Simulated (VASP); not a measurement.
# Be3CdF2 (P6/mmm) in VASP: notebook, part 2 of 2

VASP 6.6.1.

### 4 Single point, PBE

Input file INCAR:

```
  PREC = Accurate
  ENCUT = 520
  EDIFF = 1E-6
  ISMEAR = 0
  SIGMA = 0.1
  LREAL = F
  LASPH = T
  NELM = 100
  ALGO = Normal
  ISIF = 2
  LWAVE = F
  LCHARG = F
  GGA = PE
  NBANDS = 25
```

Input file KPOINTS:

```
regular mesh
0
Gamma
  12 12 8
```

Input file POSCAR:

```
Be3CdF2
1.0
    4.2560073118      0.0000000000      0.0000000000
   -2.1280036559      3.6858104508      0.0000000000
    0.0000000000      0.0000000000      4.7826282565
Be Cd F
3 1 2
Direct
    0.5000000000      0.0000000000      0.5000000000
    0.5000000000      0.5000000000      0.5000000000
    0.0000000000      0.5000000000      0.5000000000
    0.0000000000      0.0000000000      0.0000000000
    0.3333333333      0.6666666667      0.0000000000
    0.6666666667      0.3333333333      0.0000000000
```

Potentials or basis: VASP PAW PBE potentials, release 64 (Be, Cd, F).

Launch:

```console
cat potpaw_PBE.64/Be/POTCAR potpaw_PBE.64/Cd/POTCAR potpaw_PBE.64/F/POTCAR > POTCAR
mpirun -np 1 vasp_std > vasp.out
```

OUTCAR:

```text
PREC = Accurate
   ENCUT = 520
   EDIFF = 1E-6
   ISMEAR = 0
   LREAL = F
   LASPH = T
   NELM = 100
   ISIF = 2
   GGA = PE

 ion  position               nearest neighbor table
   1  0.500  0.000  0.500-   2 2.13   3 2.13   2 2.13   3 2.13
   2  0.500  0.500  0.500-   3 2.13   3 2.13   1 2.13   1 2.13
   3  0.000  0.500  0.500-   2 2.13   2 2.13   1 2.13   1 2.13
   4  0.000  0.000  0.000-   5 2.46   6 2.46   6 2.46   5 2.46   6 2.46   5 2.46
   5  0.333  0.667  0.000-   4 2.46   4 2.46   4 2.46
   6  0.667  0.333  0.000-   4 2.46   4 2.46   4 2.46

  LATTYP: Found a hexagonal cell.
 ALAT       =     4.2560073118
 C/A-ratio  =     1.1237359116

  Lattice vectors:

 A1 = (   4.2560073118,   0.0000000000,   0.0000000000)
 A2 = (  -2.1280036559,   3.6858104508,   0.0000000000)
 A3 = (   0.0000000000,   0.0000000000,   4.7826282565)

Analysis of symmetry for initial positions (statically):
=====================================================================
 Subroutine PRICEL returns:
 Original cell was already a primitive cell.

 Routine SETGRP: Setting up the symmetry group for a
 hexagonal supercell.

[... 171 lines left out ...]
  free energy    TOTEN  =       -17.45971441 eV

  energy without entropy =      -17.45432095  energy(sigma->0) =      -17.45701768

 E-fermi :   2.5743     XC(G=0):  -9.9986

 val. band max:        2.5204515016   @ k =   0.3333   0.0000   0.5000
 cond. band min:       2.5846947753   @ k =   0.1667   0.0833   0.3750
 fundamental gap:      0.0642432738
 Fermi energy:         2.5743241486

 k-point     1 :       0.0000    0.0000    0.0000
  band No.  band energies     occupation
      1     -20.7213      2.00000
      2     -19.7033      2.00000
      3      -6.1216      2.00000
      4      -6.1216      2.00000
      5      -5.7571      2.00000
      6      -5.6249      2.00000
[... 661 lines left out ...]
     24      10.8349      0.00000
     25      11.8731      0.00000

 [... further k-points ...]
[... 5 lines left out ...]
  --------------------------------------------------------------------------------------
  -------------------------------------------------------------------------------------
  Total        0.1421156      0.1421156     -0.0552751      0.0000000      0.0000000      0.0000000
  in kB        3.0349408      3.0349408     -1.1804252      0.0000000      0.0000000      0.0000000
  external PRESSURE =       1.6298188 kB  Pullay stress =       0.0000000 kB

 VOLUME and BASIS-vectors are now :
 -----------------------------------------------------------------------------
  energy-cutoff  :      520.00
  volume of cell :       75.02
      direct lattice vectors                 reciprocal lattice vectors
     4.256007312  0.000000000  0.000000000     0.234962002  0.135655375  0.000000000
    -2.128003656  3.685810451  0.000000000     0.000000000  0.271310751  0.000000000
     0.000000000  0.000000000  4.782628256     0.000000000  0.000000000  0.209090054

 POSITION                                       TOTAL-FORCE (eV/Angst)
 -----------------------------------------------------------------------------------
      2.12800      0.00000      2.39131         0.000000      0.000000      0.000000
      1.06400      1.84291      2.39131         0.000000      0.000000      0.000000
     -1.06400      1.84291      2.39131         0.000000      0.000000      0.000000
      0.00000      0.00000      0.00000         0.000000      0.000000      0.000000
     -0.00000      2.45721      0.00000         0.000000     -0.000000     -0.000000
      2.12800      1.22860      0.00000        -0.000000      0.000000      0.000000
 -----------------------------------------------------------------------------------
    total drift:                               -0.000000      0.000000     -0.000000

  FREE ENERGIE OF THE ION-ELECTRON SYSTEM (eV)
  ---------------------------------------------------
  free  energy   TOTEN  =       -17.4597144121 eV

  energy  without entropy=      -17.4543209504  energy(sigma->0) =      -17.45701768
```

stdout:

```text
POSCAR found type information on POSCAR BeCdF
 POSCAR found :  3 types and       6 ions
 scaLAPACK will be used
 LDA part: xc-table for (Slater+PW92), standard interpolation
 POSCAR, INCAR and KPOINTS ok, starting setup
 FFT: planning ... GRIDC
 FFT: planning ... GRID_SOFT
 FFT: planning ... GRID
 WAVECAR not read
 entering main loop
```

Run time: 1.9 min. Hardware: 1 thread of Intel Xeon Platinum 8259CL at 2.50GHz (Skylake/Cascade Lake), shared host; peak memory 0.3 GiB.

What came out:

- Free energy: -17.4597 eV
- Pressure: 0.2 GPa
- Band gap on the k mesh: zero (band 16 reaches 3.88 eV, above the bottom of band 17 at 2.16 eV)

Stress tensor (GPa, compression positive):
```
 0.30  0.00  0.00
 0.00  0.30  0.00
 0.00  0.00 -0.12
```

### 5 Single point, PBE

This run uses another cell than the first one, of 11.28 Å³/atom, 0.902 times its volume.

Input file INCAR:

```
SYSTEM = Be3CdF2
PREC = Accurate ; ENCUT = 520
EDIFF = 1E-6 ; ISMEAR = 0
SIGMA = 0.1 ; LREAL = .False.
LASPH = .True. ; NELM = 100
ALGO = Normal ; ISIF = 2
LWAVE = .False. ; LCHARG = .False.
GGA = PE ; NBANDS = 25
```

Input file KPOINTS:

```
Automatic mesh
0
Gamma
  6 6 6
  0 0 0
```

Input file POSCAR:

```
Be3CdF2
1.0
    4.5820159700      0.0000000000      0.0000000000
   -2.2910079900      3.9681422300      0.0000000000
    0.0000000000      0.0000000000      3.7224247500
Be Cd F
3 1 2
Direct
    0.5000000000      0.0000000000      0.5000000000
    0.5000000000      0.5000000000      0.5000000000
    0.0000000000      0.5000000000      0.5000000000
    0.0000000000      0.0000000000      0.0000000000
    0.3333333300      0.6666666700      0.0000000000
    0.6666666700      0.3333333300      0.0000000000
```

Launch:

```console
cat potpaw_PBE.64/Be/POTCAR potpaw_PBE.64/Cd/POTCAR potpaw_PBE.64/F/POTCAR > POTCAR
mpirun -np 1 vasp_std > vasp.out
```

It took 36 s on 1 thread of Intel Xeon Platinum 8259CL at 2.50GHz (Skylake/Cascade Lake), shared host; peak memory 0.2 GiB.

Results (log left out):

```yaml
Free_energy: -16.7198 eV
Pressure: 5.9 GPa
Band_gap_on_the_k_mesh: zero (band 16 reaches 5.03 eV, above the bottom of band 17 at 4.24 eV)
```

Stress tensor (GPa, compression positive):
```
 3.15  0.00  0.00
 0.00  3.15  0.00
 0.00  0.00 11.31
```

Levels at points of the mesh, in eV from the Fermi level:
| k point | band 14 | band 15 | band 16 | band 17 | band 18 | band 19 |
| --- | --- | --- | --- | --- | --- | --- |
| (0.00, 0.00, 0.00) | -5.92 | -1.44 | -0.15 | -0.15 | 1.22 | 3.61 |
| (0.50, 0.00, 0.00) | -3.82 | -3.40 | -1.66 | 0.13 | 3.82 | 5.25 |
| (0.00, 0.00, 0.50) | -2.69 | -2.50 | 0.62 | 0.62 | 1.03 | 3.21 |
| (0.50, 0.00, 0.50) | -3.64 | -0.55 | -0.02 | 0.23 | 0.74 | 1.65 |

### 6 Summary

| task | cell | k mesh | cutoff (eV) | gap on the mesh (eV) | pressure (GPa) |
| --- | --- | --- | --- | --- | --- |
| single point | a = 4.256, b = 4.256, c = 4.783 Å, angles 90.0, 90.0, 120.0°, 6 atoms | 12 × 12 × 8 | 520 | none | 0.2 |
| relaxation of cell and atoms | relaxed from a = 4.254, b = 4.254, c = 4.797 Å, angles 90.0, 90.0, 120.0°, 6 atoms | 12 × 12 × 8 | 600 | none | -0.1 |
| single point | a = 4.582, b = 4.582, c = 3.722 Å, angles 90.0, 90.0, 120.0°, 6 atoms | 6 × 6 × 6 | 520 | none | 5.9 |

Alike in all rows: level PBE; potentials or basis VASP PAW PBE potentials, release 64 (Be, Cd, F); no spin polarisation; smearing gaussian 0.1 eV.

Absolute energies hang on the potentials; compare differences alone.
